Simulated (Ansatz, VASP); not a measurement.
# Br: VASP beside Ansatz

```xyz
1
Lattice="3.9572 0.0000 0.0000 -1.9786 3.4270 0.0000 0.0000 0.0000 2.5972" Properties=species:S:1:pos:R:3 pbc="T T T"
Br    0.0000    0.0000    0.0000
```

Alike in both runs: task relaxation of cell and atoms; functional PBE; k mesh 12 × 12 × 16; occupations gaussian, width 0.1 eV; no spin polarisation.

|  | VASP | Ansatz |
| --- | --- | --- |
| version | VASP 6.6.1 | Ansatz 0.2.0 |
| potentials or method | VASP PAW PBE potentials, release 64 (Br), cutoff 600 eV | scalar-relativistic, plane waves, PAW |
| valence electrons in the cell | 7 | 7 |

```csv
,VASP,Ansatz,Ansatz less VASP
"gap on the k mesh at the Fermi level, each at its own relaxed structure (eV)",none,none,-
relaxed volume (Å³/atom),40.23,40.65,+0.418
relaxed length of the cell vector where the two differ most in proportion (Å),4.268,4.291,+0.0227
```

A gap of «none» marks a metal or a gap that the smearing closes.
